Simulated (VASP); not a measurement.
# AlNi (Pm-3m) in VASP: further runs, part 2 of 2

VASP 6.6.1.

## 3. Single point, PBE+D3(BJ), collinear spin, ferromagnetic start

This run uses another cell than the first one, of 11.65 Å³/atom.

Input file INCAR:

```
  PREC = Accurate
  ENCUT = 520
  EDIFF = 1E-6
  ISMEAR = -1
  SIGMA = 0.05
  LREAL = False
  LASPH = True
  NELM = 150
  ALGO = Normal
  ISIF = 2
  LWAVE = False
  LCHARG = True
  ISPIN = 2
  MAGMOM = 1 0
  LORBIT = 11
  LMAXMIX = 4
  GGA = PE
  IVDW = 12
  LELF = True
  LVHAR = True
  NBANDS = 18
```

Input file KPOINTS:

```
regular mesh
0
Gamma
  9 9 9
```

Input file POSCAR:

```
AlNi
1.0
    2.8563908581      0.0000000000      0.0000000000
    0.0000000000      2.8563908581      0.0000000000
    0.0000000000      0.0000000000      2.8563908581
Ni Al
1 1
Direct
    0.5000000000      0.5000000000      0.5000000000
    0.0000000000      0.0000000000      0.0000000000
```

Potentials or basis: VASP PAW PBE potentials, release 64 (Ni, Al).

On the command line:

```console
$ cat potpaw_PBE.64/Ni/POTCAR potpaw_PBE.64/Al/POTCAR > POTCAR
$ mpirun -np 1 vasp_std > vasp.out
```

OUTCAR:

```text
PREC = Accurate
   ENCUT = 520
   EDIFF = 1E-6
   ISMEAR = -1
   LREAL = False
   LASPH = True
   NELM = 150
   ISIF = 2
   ISPIN = 2
   LORBIT = 11
   GGA = PE
   IVDW = 12
 IVDW          = 12

 ion  position               nearest neighbor table
   1  0.500  0.500  0.500-   2 2.47   2 2.47   2 2.47   2 2.47   2 2.47   2 2.47   2 2.47   2 2.47

   2  0.000  0.000  0.000-   1 2.47   1 2.47   1 2.47   1 2.47   1 2.47   1 2.47   1 2.47   1 2.47

  LATTYP: Found a simple cubic cell.
 ALAT       =     2.8563908581

  Lattice vectors:

 A1 = (   2.8563908581,   0.0000000000,   0.0000000000)
 A2 = (   0.0000000000,   2.8563908581,   0.0000000000)
 A3 = (   0.0000000000,   0.0000000000,   2.8563908581)

Analysis of symmetry for initial positions (statically):
=====================================================================
 Subroutine PRICEL returns:
 Original cell was already a primitive cell.

 Routine SETGRP: Setting up the symmetry group for a
[... 706 lines left out ...]
      4       8.7618      1.00000
      5       8.7618      1.00000
      6       8.7618      1.00000
[... 493 lines left out ...]
     17      33.2772      0.00000
     18      37.2345      0.00000

 [... further k-points ...]

------------------------ aborting loop because EDIFF is reached ----------------------------------------

 Edisp (eV)   -0.90982

 E8    (eV) :    -0.4011

  FORCE on cell =-STRESS in cart. coord.  units (eV):
  Direction    XX          YY          ZZ          XY          YZ          ZX
  --------------------------------------------------------------------------------------
  -------------------------------------------------------------------------------------
  Total      -0.00008    -0.00008    -0.00008    -0.00000    -0.00000     0.00000
  in kB      -0.00575    -0.00575    -0.00575    -0.00000    -0.00000     0.00000
  external pressure =       -0.01 kB  Pullay stress =        0.00 kB

 VOLUME and BASIS-vectors are now :
 -----------------------------------------------------------------------------
  energy-cutoff  :      520.00
  volume of cell :       23.31
      direct lattice vectors                 reciprocal lattice vectors
     2.856390858  0.000000000  0.000000000     0.350092144  0.000000000  0.000000000
     0.000000000  2.856390858  0.000000000     0.000000000  0.350092144  0.000000000
     0.000000000  0.000000000  2.856390858     0.000000000  0.000000000  0.350092144

 POSITION                                       TOTAL-FORCE (eV/Angst)
 -----------------------------------------------------------------------------------
      1.42820      1.42820      1.42820         0.000000      0.000000      0.000000
      0.00000      0.00000      0.00000         0.000000      0.000000      0.000000
 -----------------------------------------------------------------------------------
    total drift:                                0.000000      0.000000     -0.000000

  FREE ENERGIE OF THE ION-ELECTRON SYSTEM (eV)
  ---------------------------------------------------
  free  energy   TOTEN  =       -11.4297847914 eV

  energy  without entropy=      -11.4234285508  energy(sigma->0) =      -11.42660667

 total charge

# of ion       s       p       d       tot
------------------------------------------
    1        0.486   0.541   8.483   9.510
    2        0.387   0.425   0.000   0.811
--------------------------------------------------
tot          0.872   0.966   8.483  10.321

 magnetization (x)

# of ion       s       p       d       tot
------------------------------------------
    1       -0.000  -0.000   0.000   0.000
    2        0.000   0.000   0.000   0.000
--------------------------------------------------
tot          0.000   0.000   0.000   0.000
```

Run time: 23 s. Hardware: 1 thread of Intel Xeon 8259CL, shared host; peak memory 0.17 GiB.

Results:

| Property | Result |
| --- | --- |
| Free energy | -11.4298 eV |
| Pressure | 0.0 GPa |
| Net moment | 0.00 μB per cell |
| Valence electrons inside the program's atomic spheres | Ni 9.51; Al 0.81 |
| Dispersion energy per atom | -0.455 eV |

Levels at points of the mesh, in eV from the Fermi level:
Spin up:
```tsv
k point	band 4	band 5	band 6	band 7	band 8	band 9
(0.00, 0.00, 0.00)	-1.61	-1.61	-1.61	5.60	5.60	5.60
```
Spin down:
| k point | band 3 | band 4 | band 5 | band 6 | band 7 | band 8 | band 9 | band 10 |
| --- | --- | --- | --- | --- | --- | --- | --- | --- |
| (0.00, 0.00, 0.00) | -3.37 | -1.61 | -1.61 | -1.61 | 5.60 | 5.60 | 5.60 | 8.20 |

## 4. Single point, PBE, collinear spin, ferromagnetic start

This run uses another cell than the first one, of 12.10 Å³/atom.

Input file INCAR:

```
SYSTEM = AlNi
  PREC = Accurate
  ENCUT = 520
  EDIFF = 1E-7
  ISMEAR = -1
  SIGMA = 0.05
  LREAL = .FALSE.
  LASPH = .TRUE.
  NELM = 150
  ALGO = Normal
  ISIF = 2
  LWAVE = .FALSE.
  LCHARG = .TRUE.
  ISPIN = 2
  MAGMOM = 1 0
  LORBIT = 11
  LMAXMIX = 4
  GGA = PE
  LELF = .TRUE.
  LVHAR = .TRUE.
  NBANDS = 18
```

Input file KPOINTS:

```
regular mesh
0
G
  9 9 9
  0 0 0
```

Input file POSCAR:

```
AlNi
1.0
    2.8921283191      0.0000000000      0.0000000000
    0.0000000000      2.8921283191      0.0000000000
    0.0000000000      0.0000000000      2.8921283191
Ni Al
1 1
Direct
    0.5000000000      0.5000000000      0.5000000000
    0.0000000000      0.0000000000      0.0000000000
```

On the command line:

```console
$ cat potpaw_PBE.64/Ni/POTCAR potpaw_PBE.64/Al/POTCAR > POTCAR
$ mpirun -np 1 vasp_std > vasp.out
```

Run time: 25 s. Hardware: 1 thread of Intel Xeon 8259CL, shared host; peak memory 0.16 GiB.

The run converged. Its results:

```yaml
Free_energy: -10.5376 eV
Pressure: 0.0 GPa
Net_moment: 0.00 μB per cell
Valence_electrons_inside_the_program's_atomic_spheres: Ni 9.44; Al 0.79
```

Levels at points of the mesh, in eV from the Fermi level:
Spin up:
| k point | band 3 | band 4 | band 5 | band 6 | band 7 | band 8 | band 9 | band 10 |
| --- | --- | --- | --- | --- | --- | --- | --- | --- |
| (0.00, 0.00, 0.00) | -3.18 | -1.53 | -1.53 | -1.53 | 5.46 | 5.46 | 5.46 | 8.09 |
Spin down:
| k point | band 2 | band 3 | band 4 | band 5 | band 6 | band 7 | band 8 | band 9 | band 10 | band 11 |
| --- | --- | --- | --- | --- | --- | --- | --- | --- | --- | --- |
| (0.00, 0.00, 0.00) | -3.18 | -3.18 | -1.53 | -1.53 | -1.53 | 5.46 | 5.46 | 5.46 | 8.09 | 8.09 |

## 5. Single point, BLYP, collinear spin, ferromagnetic start

This run uses another cell than the first one, of 12.46 Å³/atom.

Input file INCAR:

```
SYSTEM = AlNi
PREC = Accurate
ENCUT = 520
EDIFF = 1E-6
ISMEAR = -1
SIGMA = 0.05
LREAL = .False.
LASPH = .True.
NELM = 150
ALGO = Normal
ISIF = 2
LWAVE = .False.
LCHARG = .False.
ISPIN = 2
MAGMOM = 1 0
LORBIT = 11
LMAXMIX = 4
GGA = B5
ALDAX = 1.0
AGGAX = 1.0
AGGAC = 1.0
ALDAC = 0.0
NBANDS = 18
```

Input file KPOINTS:

```
Automatic mesh
0
Gamma
  9 9 9
  0 0 0
```

Input file POSCAR:

```
AlNi
1.0
    2.9212266001      0.0000000000      0.0000000000
    0.0000000000      2.9212266001      0.0000000000
    0.0000000000      0.0000000000      2.9212266001
Ni Al
1 1
Direct
    0.5000000000      0.5000000000      0.5000000000
    0.0000000000      0.0000000000      0.0000000000
```

On the command line:

```console
$ cat potpaw_PBE.64/Ni/POTCAR potpaw_PBE.64/Al/POTCAR > POTCAR
$ mpirun -np 1 vasp_std > vasp.out
```

Wall time 30 s (1 thread of Intel Xeon 8259CL, shared host); peak memory 0.16 GiB.

Results (log left out):

* Free energy: -8.5972 eV
* Pressure: 0.3 GPa
* Net moment: 0.00 μB per cell
* Valence electrons inside the program's atomic spheres: Ni 9.45; Al 0.77

Levels at points of the mesh, in eV from the Fermi level:
Spin up:
```csv
k point,band 4,band 5,band 6,band 7,band 8,band 9
"(0.00, 0.00, 0.00)",-1.50,-1.50,-1.50,5.32,5.32,5.32
```
Spin down:
| k point | band 4 | band 5 | band 6 | band 7 | band 8 | band 9 |
| --- | --- | --- | --- | --- | --- | --- |
| (0.00, 0.00, 0.00) | -1.50 | -1.50 | -1.50 | 5.32 | 5.32 | 5.32 |

Caveat: the PAW data sets were made with another functional, which shifts forces and pressure a little.

## 6. The runs side by side

```tsv
level	cell	gap on the mesh (eV)	pressure (GPa)	moment (μB)
PBEsol+D3(BJ)	a = 2.830 Å, 2 atoms	none	0.1	0.00
PBE+D3(BJ)	a = 2.856 Å, 2 atoms	none	0.0	0.00
PBE	a = 2.892 Å, 2 atoms	none	0.0	0.00
BLYP	a = 2.921 Å, 2 atoms	none	0.3	0.00
```

Alike in all rows: task single point; potentials or basis VASP PAW PBE potentials, release 64 (Ni, Al); spin collinear, ferromagnetic start; k mesh 9 × 9 × 9; cutoff (eV) 520; smearing fermi-dirac 0.05 eV.

Caveats: the PAW data sets were made with another functional, which shifts forces and pressure a little (at least some runs).

Total energies depend on the potentials used, so only differences within one code and one set of settings carry meaning.
